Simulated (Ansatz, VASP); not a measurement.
One calculation of Pb, two programs

POSCAR

```
Pb
1.0
    0.0000000000      2.4415696833      2.4415696833
    2.4415696833      0.0000000000      2.4415696833
    2.4415696833      2.4415696833      0.0000000000
Pb
1
Direct
    0.0000000000      0.0000000000      0.0000000000
```

The input INCAR.step1:

```
SYSTEM = Pb
PREC = Accurate
ENCUT = 520
EDIFF = 1E-5
ISMEAR = -1
SIGMA = 0.05
LREAL = .False.
LASPH = .True.
NELM = 60
ALGO = Normal
ISIF = 2
LWAVE = .True.
LCHARG = .False.
GGA = PE
NBANDS = 13
```

The input INCAR.step2:

```
SYSTEM = Pb
PREC = Accurate
ENCUT = 520
EDIFF = 1E-6
ISMEAR = -1
SIGMA = 0.05
LREAL = .False.
LASPH = .True.
NELM = 60
ALGO = Normal
ISIF = 2
LWAVE = .False.
LCHARG = .False.
GGA = B5
LHFCALC = .True.
AEXX = 0.5
ALDAX = 0.5
AGGAX = 0.5
AGGAC = 1.0
ALDAC = 0.0
PRECFOCK = Normal
ISTART = 1
NBANDS = 13
```

Contents of KPOINTS:

```
Automatic mesh
0
Gamma
  5 5 5
  0 0 0
```

The input input.yaml:

```yaml
crystal:
  lattice:
    - [0.0, 2.4415696833, 2.4415696833]
    - [2.4415696833, 0.0, 2.4415696833]
    - [2.4415696833, 2.4415696833, 0.0]
  atoms:
    - { symbol: Pb, position: [0.0, 0.0, 0.0] }
hamiltonian:
  xc: { name: BHLYP }
  pseudopotentials: { kind: paw }
kpoints:
  mp_grid: { grid: [5, 5, 5] }
scf:
  occupations: { method: fermi_dirac, width: 0.05 }
output:
  forces: true
  stress: true
  eigenvalues: true
```

Alike in both runs: task single point; functional BHLYP; k mesh 5 × 5 × 5; occupations fermi-dirac, width 0.05 eV; no spin polarisation.

|  | VASP | Ansatz |
| --- | --- | --- |
| version | VASP 6.6.1 | Ansatz 0.2.0 |
| potentials or method | VASP PAW PBE potentials, release 64 (Pb_d) | Ansatz PAW |
| plane-wave cutoff (eV) | 520 | 420 |
| valence electrons in the cell | 14 | 14 |

|  | VASP | Ansatz | Ansatz less VASP |
| --- | --- | --- | --- |
| gap on the k mesh at the Fermi level (eV) | none | none | - |
| pressure (GPa) | 4.8 | 5.0 | +0.21 |

VASP's potentials were made for PBE, not for BHLYP. A gap of «none» marks a metal or a gap that the smearing closes.

The k mesh is coarse, so the values compare programs but aren't converged. Spin-orbit coupling is off throughout.
